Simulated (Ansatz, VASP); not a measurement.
## Two plane-wave programs on KCl

File INCAR:

```
SYSTEM = KCl
ALGO     = Normal         ! electronic algorithm
EDIFF    = 1E-6           ! SCF threshold, eV
ENCUT    = 520            ! plane-wave cutoff, eV
GGA      = PE             ! functional
ISIF     = 2              ! what is computed and relaxed
ISMEAR   = -1             ! smearing method
LASPH    = .TRUE.         ! aspherical terms in the spheres
LCHARG   = .TRUE.         ! write CHGCAR
LELF     = .TRUE.         ! ELF
LREAL    = .FALSE.        ! projectors in reciprocal space
LVHAR    = .TRUE.       
LWAVE    = .FALSE.        ! write WAVECAR
NBANDS   = 15             ! bands
NELM     = 80             ! most SCF steps
PREC     = Accurate       ! precision mode
SIGMA    = 0.02           ! smearing width, eV
```

File KPOINTS:

```
k-points
0
G
  8 8 8
  0 0 0
```

Contents of POSCAR:

```
KCl
1.0
    3.7708085932      0.0000000000      0.0000000000
    0.0000000000      3.7708085932      0.0000000000
    0.0000000000      0.0000000000      3.7708085932
K Cl
1 1
Direct
    0.0000000000      0.0000000000      0.0000000000
    0.5000000000      0.5000000000      0.5000000000
```

Input for Ansatz:

```yaml
crystal:
  lattice:
    - [3.7708085932, 0.0, 0.0]
    - [0.0, 3.7708085932, 0.0]
    - [0.0, 0.0, 3.7708085932]
  atoms:
    - { symbol: K, position: [0.0, 0.0, 0.0] }
    - { symbol: Cl, position: [0.5, 0.5, 0.5] }
kpoints:
  mp_grid: { grid: [8, 8, 8] }
  band_path:
    path:
      - [0.0, 0.0, 0.0]
      - [0.0, 0.5, 0.0]
      - [0.5, 0.5, 0.0]
      - [0.5, 0.5, 0.5]
      - [0.0, 0.5, 0.5]
    npoints: 1
hamiltonian:
  xc: pbe
scf:
  occupations: { method: fermi_dirac, width: 0.02 }
  n_extra_bands: 4
output:
  forces: true
  stress: true
  eigenvalues: true
```

Alike in both runs: task single point; functional PBE; k mesh 8 × 8 × 8; occupations fermi-dirac, width 0.02 eV; no spin polarisation.

|  | VASP | Ansatz |
| --- | --- | --- |
| version | VASP 6.6.1 | Ansatz 0.2.0 |
| potentials or method | VASP PAW PBE potentials, release 64 (K_sv, Cl) | plane waves, PAW |
| plane-wave cutoff (eV) | 520 | 420 |
| valence electrons in the cell | 16 | 16 |

|  | VASP | Ansatz | Ansatz less VASP |
| --- | --- | --- | --- |
| gap on the k mesh at the Fermi level (eV) | 5.03 | 5.03 | +0.002 |
| pressure (GPa) | 1.1 | 1.1 | -0.02 |
